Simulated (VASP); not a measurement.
# TiC (rock salt type) in VASP: settings compared, part 2 of 3

VASP 6.6.1.

## Step 3: Single point, HSE06

This run uses another cell than the first one, of 9.34 Å³/atom.

File POSCAR:

```
TiC
1.0
    0.0000000000      2.1056548088      2.1056548088
    2.1056548088      0.0000000000      2.1056548088
    2.1056548088      2.1056548088      0.0000000000
Ti C
1 1
Direct
    0.0000000000      0.0000000000      0.0000000000
    0.5000000000      0.5000000000      0.5000000000
```

File INCAR.step1:

```
SYSTEM = TiC
PREC = Accurate ; ENCUT = 520
EDIFF = 1E-5 ; ISMEAR = -1
SIGMA = 0.1 ; LREAL = .False.
LASPH = .True. ; NELM = 80
ALGO = Normal ; ISIF = 2
LWAVE = .True. ; LCHARG = .False.
NBANDS = 15 ; GGA = PE
```

File INCAR.step2:

```
SYSTEM = TiC
PREC = Accurate ; ENCUT = 520
EDIFF = 1E-6 ; ISMEAR = -1
SIGMA = 0.1 ; LREAL = .False.
LASPH = .True. ; NELM = 80
ALGO = Normal ; ISIF = 2
LWAVE = .False. ; LCHARG = .False.
GGA = PE ; LHFCALC = .True.
HFSCREEN = 0.2079 ; PRECFOCK = Normal
NBANDS = 15 ; ISTART = 1
```

File KPOINTS:

```
Automatic mesh
0
Gamma
  4 4 4
  0 0 0
```

Potentials or basis: VASP PAW PBE potentials, release 64 (Ti_sv, C).

Run with:

```
$ cat potpaw_PBE.64/Ti_sv/POTCAR potpaw_PBE.64/C/POTCAR > POTCAR
$ cp INCAR.step1 INCAR
$ mpirun -np 1 vasp_std > vasp.out
$ cp INCAR.step2 INCAR
$ mpirun -np 1 vasp_std > vasp.out
```

OUTCAR:

```text
SYSTEM = TiC
   PREC = Accurate
   ENCUT = 520
   EDIFF = 1E-6
   ISMEAR = -1
   LREAL = .False.
   LASPH = .True.
   NELM = 80
   ISIF = 2
   GGA = PE
   LHFCALC = .True.
   HFSCREEN = 0.2079
   PRECFOCK = Normal
   ISTART = 1

 ion  position               nearest neighbor table
   1  0.000  0.000  0.000-   2 2.11   2 2.11   2 2.11   2 2.11   2 2.11   2 2.11
   2  0.500  0.500  0.500-   1 2.11   1 2.11   1 2.11   1 2.11   1 2.11   1 2.11

  LATTYP: Found a face centered cubic cell.
 ALAT       =     4.2113096176

  Lattice vectors:

 A1 = (   0.0000000000,   2.1056548088,   2.1056548088)
 A2 = (   2.1056548088,   0.0000000000,   2.1056548088)
 A3 = (   2.1056548088,   2.1056548088,   0.0000000000)

Analysis of symmetry for initial positions (statically):
=====================================================================
 Subroutine PRICEL returns:
 Original cell was already a primitive cell.

 Routine SETGRP: Setting up the symmetry group for a
 face centered cubic supercell.

 Subroutine GETGRP returns: Found 48 space group operations
 (whereof 48 operations were pure point group operations)
 out of a pool of 48 trial point group operations.

The static configuration has the point symmetry O_h .

Analysis of symmetry for dynamics (positions and initial velocities):
=====================================================================
 Subroutine PRICEL returns:
 Original cell was already a primitive cell.

 Routine SETGRP: Setting up the symmetry group for a
 face centered cubic supercell.

 Subroutine GETGRP returns: Found 48 space group operations
 (whereof 48 operations were pure point group operations)
 out of a pool of 48 trial point group operations.

The dynamic configuration has the point symmetry O_h .

 Subroutine INISYM returns: Found 48 space group operations
 (whereof 48 operations are pure point group operations),
 and found     1 'primitive' translations

----------------------------------------------------------------------------------------
[... 113 lines left out ...]
   LEPSILON=     F    determine dielectric tensor
   LRPA    =     F    only Hartree local field effects (RPA)
 non-spin polarized calculation
  energy-cutoff  :      520.00
  volume of cell :       18.67
 maximum number of plane-waves:       531
 NGX is ok and might be reduce to    24
  NGX = 18; NGY = 18; NGZ = 18

 number of electron      15.9999998 magnetization

 Free energy of the ion-electron system (eV)
  ---------------------------------------------------
  ext. energy  EPLUGINS =         0.00000000
  ---------------------------------------------------
  free energy    TOTEN  =       -21.87197925 eV

  energy without entropy =      -21.85112169  energy(sigma->0) =      -21.86155047

 E-fermi :  10.0902     XC(G=0): -10.7317

 val. band max:        9.8425600071   @ k =   0.2500   0.2500   0.0000
 cond. band min:      10.2472917789   @ k =   0.5000   0.5000   0.0000
 fundamental gap:      0.4047317718
 Fermi energy:        10.0901554560

 k-point     1 :       0.0000    0.0000    0.0000
  band No.  band energies     occupation
      1     -50.6903      2.00000
      2     -25.0104      2.00000
      3     -25.0104      2.00000
      4     -25.0104      2.00000
      5      -4.3681      2.00000
      6      11.7057      0.00000
      7      11.7057      0.00000
      8      11.7057      0.00000
      9      12.3179      0.00000
     10      12.3179      0.00000
     11      12.3179      0.00000
     12      12.7527      0.00000
     13      12.7527      0.00000
     14      23.1905      0.00000
[... 113 lines left out ...]
      2     -25.4638      2.00000
      3     -25.4638      2.00000
      4     -25.2669      2.00000
      5      -0.9669      2.00000
      6       6.3615      2.00000
      7       6.3615      2.00000
      8       6.8617      2.00000
      9      14.3350      0.00000
     10      14.3350      0.00000
     11      15.5198      0.00000
     12      17.1093      0.00000
     13      17.2299      0.00000
     14      26.4325      0.00000
     15      26.4325      0.00000

------------------------ aborting loop because EDIFF is reached ----------------------------------------

  FORCE on cell =-STRESS in cart. coord.  units (eV):
  Direction    XX          YY          ZZ          XY          YZ          ZX
  --------------------------------------------------------------------------------------
  -------------------------------------------------------------------------------------
  Total        2.2009172      2.2009172      2.2009172      0.0000000      0.0000000      0.0000000
  in kB      188.8525111    188.8525111    188.8525111      0.0000000      0.0000000      0.0000000
  external PRESSURE =     188.8525111 kB  Pullay stress =       0.0000000 kB

 VOLUME and BASIS-vectors are now :
 -----------------------------------------------------------------------------
  energy-cutoff  :      520.00
  volume of cell :       18.67
      direct lattice vectors                 reciprocal lattice vectors
     0.000000000  2.105654809  2.105654809    -0.237455825  0.237455825  0.237455825
     2.105654809  0.000000000  2.105654809     0.237455825 -0.237455825  0.237455825
     2.105654809  2.105654809  0.000000000     0.237455825  0.237455825 -0.237455825

 POSITION                                       TOTAL-FORCE (eV/Angst)
 -----------------------------------------------------------------------------------
      0.00000      0.00000      0.00000        -0.000000     -0.000000      0.000000
      2.10565      2.10565      2.10565         0.000000      0.000000     -0.000000
 -----------------------------------------------------------------------------------
    total drift:                                0.000000      0.000000      0.000000

  FREE ENERGIE OF THE ION-ELECTRON SYSTEM (eV)
  ---------------------------------------------------
  free  energy   TOTEN  =       -21.8719792521 eV

  energy  without entropy=      -21.8511216862  energy(sigma->0) =      -21.86155047
```

OSZICAR.step1:

```text
N       E                     dE             d eps       ncg     rms          rms(c)
DAV:   1     0.112426754909E+03    0.11243E+03   -0.76557E+03   248   0.129E+03
DAV:   2    -0.165102608046E+02   -0.12894E+03   -0.12143E+03   261   0.341E+02
DAV:   3    -0.236838204493E+02   -0.71736E+01   -0.71114E+01   298   0.767E+01
DAV:   4    -0.238875300685E+02   -0.20371E+00   -0.20321E+00   292   0.117E+01
DAV:   5    -0.238911246681E+02   -0.35946E-02   -0.35945E-02   318   0.144E+00    0.202E+01
DAV:   6    -0.190248930658E+02    0.48662E+01   -0.11105E+01   331   0.567E+01    0.654E+00
DAV:   7    -0.185536000244E+02    0.47129E+00   -0.19676E+00   290   0.193E+01    0.577E+00
DAV:   8    -0.185415406591E+02    0.12059E-01   -0.94345E-02   254   0.337E+00    0.334E+00
DAV:   9    -0.185481630130E+02   -0.66224E-02   -0.69250E-02   296   0.305E+00    0.852E-01
DAV:  10    -0.185468798286E+02    0.12832E-02   -0.10306E-02   291   0.134E+00    0.556E-01
DAV:  11    -0.185459996434E+02    0.88019E-03   -0.18695E-03   261   0.611E-01    0.156E-01
DAV:  12    -0.185459641482E+02    0.35495E-04   -0.26304E-04   254   0.175E-01    0.312E-02
DAV:  13    -0.185459580972E+02    0.60511E-05   -0.21805E-05   274   0.361E-02
   1 F= -.18545958E+02 E0= -.18537235E+02  d E =-.174470E-01
```

It took 6.4 min on 1 thread of Intel Xeon 8259CL, shared host; peak memory 0.25 GiB.

Results:

```
Free energy            : -21.8720 eV
Pressure               : 18.9 GPa
Band gap on the k mesh : zero (bands 8 and 9 overlap by 1.86 eV)
```

Caveat: the k points lie up to 0.65 Å⁻¹ apart, too coarse for converged energies and pressures of a metal; the PAW data sets were made with another functional, which shifts forces and pressure a little.

## Step 4: Single point, HSE06

This run uses another cell than the first one, of 9.34 Å³/atom.

POSCAR is that of step 3.

File INCAR.step1:

```
PREC = Accurate
ENCUT = 520
EDIFF = 1E-5
ISMEAR = -1
SIGMA = 0.1
LREAL = F
LASPH = T
NELM = 80
ALGO = Normal
ISIF = 2
LWAVE = T
LCHARG = F
NBANDS = 15
GGA = PE
```

File INCAR.step2:

```
PREC = Accurate
ENCUT = 520
EDIFF = 1E-6
ISMEAR = -1
SIGMA = 0.1
LREAL = F
LASPH = T
NELM = 80
ALGO = Normal
ISIF = 2
LWAVE = F
LCHARG = F
GGA = PE
LHFCALC = T
HFSCREEN = 0.2079
PRECFOCK = Normal
NBANDS = 15
ISTART = 1
```

File KPOINTS:

```
regular mesh
0
Gamma
  4 4 4
```

Run with:

```
$ cat potpaw_PBE.64/Ti_sv/POTCAR potpaw_PBE.64/C/POTCAR > POTCAR
$ cp INCAR.step1 INCAR
$ mpirun -np 1 vasp_std > vasp.out
$ cp INCAR.step2 INCAR
$ mpirun -np 1 vasp_std > vasp.out
```

Wall time 6.7 min (1 thread of Intel Xeon 8259CL, shared host); peak memory 0.25 GiB.

Results (log left out):

```
Free energy            : -21.8720 eV
Pressure               : 18.9 GPa
Band gap on the k mesh : zero (bands 8 and 9 overlap by 1.86 eV)
```

Levels at points of the mesh, in eV from the Fermi level:
```tsv
k point	band 4	band 5	band 6	band 7	band 8	band 9	band 10	band 11	band 12	band 13
(0.00, 0.00, 0.00)	-35.10	-14.46	1.62	1.62	1.62	2.23	2.23	2.23	2.66	2.66
(0.50, 0.00, 0.00)	-35.16	-10.12	-7.04	-3.56	-3.56	4.64	4.64	6.07	9.61	10.68
(0.50, 0.50, 0.00)	-35.35	-11.85	-4.08	-1.60	0.16	0.16	3.98	5.42	5.42	8.02
```

Caveat: the k points lie up to 0.65 Å⁻¹ apart, too coarse for converged energies and pressures of a metal; the PAW data sets were made with another functional, which shifts forces and pressure a little.

## Step 5: Single point, HSE06

This run uses another cell than the first one, of 9.64 Å³/atom.

File POSCAR:

```
TiC
1.0
    0.0000000000      2.1282979944      2.1282979944
    2.1282979944      0.0000000000      2.1282979944
    2.1282979944      2.1282979944      0.0000000000
Ti C
1 1
Direct
    0.0000000000      0.0000000000      0.0000000000
    0.5000000000      0.5000000000      0.5000000000
```

File INCAR.step1:

```
PREC     = Accurate       # precision mode
ENCUT    = 520            # plane-wave cutoff, eV
EDIFF    = 1E-5           # SCF threshold, eV
ISMEAR   = -1             # smearing method
SIGMA    = 0.1            # smearing width, eV
LREAL    = F              # projectors in reciprocal space
LASPH    = T              # aspherical terms in the spheres
NELM     = 100            # most SCF steps
ALGO     = Normal         # electronic algorithm
ISIF     = 2              # what is computed and relaxed
LWAVE    = T              # write WAVECAR
NBANDS   = 15             # bands
GGA      = PE             # functional
```

File INCAR.step2:

```
PREC     = Accurate       # precision mode
ENCUT    = 520            # plane-wave cutoff, eV
EDIFF    = 1E-7           # SCF threshold, eV
ISMEAR   = -1             # smearing method
SIGMA    = 0.1            # smearing width, eV
LREAL    = F              # projectors in reciprocal space
LASPH    = T              # aspherical terms in the spheres
NELM     = 100            # most SCF steps
ALGO     = Normal         # electronic algorithm
ISIF     = 2              # what is computed and relaxed
LWAVE    = F              # write WAVECAR
LCHARG   = T              # write CHGCAR
GGA      = PE             # functional
LHFCALC  = T              # exact exchange
HFSCREEN = 0.2079         # screening, 1/A
PRECFOCK = Normal       
LELF     = T              # ELF
LVHAR    = T            
NBANDS   = 15             # bands
ISTART   = 1
```

File KPOINTS:

```
Automatic mesh
0
Gamma
  4 4 4
```

Run with:

```
$ cat potpaw_PBE.64/Ti_sv/POTCAR potpaw_PBE.64/C/POTCAR > POTCAR
$ cp INCAR.step1 INCAR
$ mpirun -np 1 vasp_std > vasp.out
$ cp INCAR.step2 INCAR
$ mpirun -np 1 vasp_std > vasp.out
```

Wall time 8.5 min (1 thread of Intel Xeon 8259CL, shared host); peak memory 0.25 GiB.

The run converged. Its results:

```yaml
Free_energy: -21.9247 eV
Pressure: 8.9 GPa
Band_gap_on_the_k_mesh: zero (bands 8 and 9 overlap by 1.77 eV)
```

Levels at points of the mesh, in eV from the Fermi level:
```
           k point  band 5  band 6  band 7  band 8  band 9  band 10  band 11  band 12
(0.00, 0.00, 0.00)  -14.29    1.60    1.60    1.60    2.19     2.19     2.19     2.56
(0.50, 0.00, 0.00)  -10.14   -6.88   -3.44   -3.44    4.48     4.48     5.84     9.41
(0.50, 0.50, 0.00)  -11.70   -4.07   -1.48    0.11    0.11     3.82     5.22     5.22
```

Caveat: the k points lie up to 0.64 Å⁻¹ apart, too coarse for converged energies and pressures of a metal; the PAW data sets were made with another functional, which shifts forces and pressure a little.

[end of part 2 of 3]
